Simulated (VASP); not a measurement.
# NaGeF3: single point with PBE

Crystal: NaGeF3.

```
Na Ge F
1.0
     4.34764    0.00000    0.00000
     0.00000    4.34764    0.00000
     0.00000    0.00000    4.34764
Na Ge F
1 1 3
Direct
  0.00000 0.00000 0.00000
  0.50000 0.50000 0.50000
  0.50000 0.50000 0.00000
  0.50000 0.00000 0.50000
  0.00000 0.50000 0.50000
```

```json
{"Program": "VASP 6.6.1", "Task": "single point", "Functional": "PBE", "Potentials or basis": "VASP PAW PBE potentials, release 64 (Na_pv, Ge_d, F)", "Cutoff": "600 eV", "k mesh": "4 × 4 × 4", "Occupations": "methfessel-paxton, width 0.2 eV", "Spin": "no spin polarisation", "Dipole correction": "no", "Further INCAR settings": "ALGO = Normal; EDIFF = 1e-06; NBANDS = 29"}
```

```
Pressure               : 2.0 GPa
Band gap on the k mesh : 1.30 eV (least direct gap 1.90 eV)
```

Levels at points of the mesh, in eV from the valence-band top:
| k point | band 17 | band 18 | band 19 | band 20 | band 21 | band 22 | band 23 | band 24 | band 25 | band 26 |
| --- | --- | --- | --- | --- | --- | --- | --- | --- | --- | --- |
| (0.00, 0.00, 0.00) | -5.52 | -5.52 | -5.51 | -5.51 | -5.51 | 1.30 | 5.54 | 5.54 | 5.54 | 7.32 |
| (0.50, 0.00, 0.00) | -5.74 | -5.62 | -5.51 | -5.51 | -2.92 | 1.68 | 4.51 | 4.93 | 5.35 | 5.35 |
| (0.50, 0.50, 0.00) | -5.95 | -5.72 | -5.72 | -5.10 | -1.34 | 2.12 | 2.12 | 3.67 | 5.07 | 6.70 |
| (0.50, 0.50, 0.50) | -6.02 | -5.09 | -5.09 | -5.09 | 0.00 | 1.90 | 1.90 | 1.90 | 3.83 | 6.13 |

Run time: 16 s on 1 thread of Intel(R) Xeon(R) Platinum 8375C CPU @ 2.90GHz (Ice Lake), on a shared host, peak memory 0.21 GiB.

A k mesh can miss the band edges.
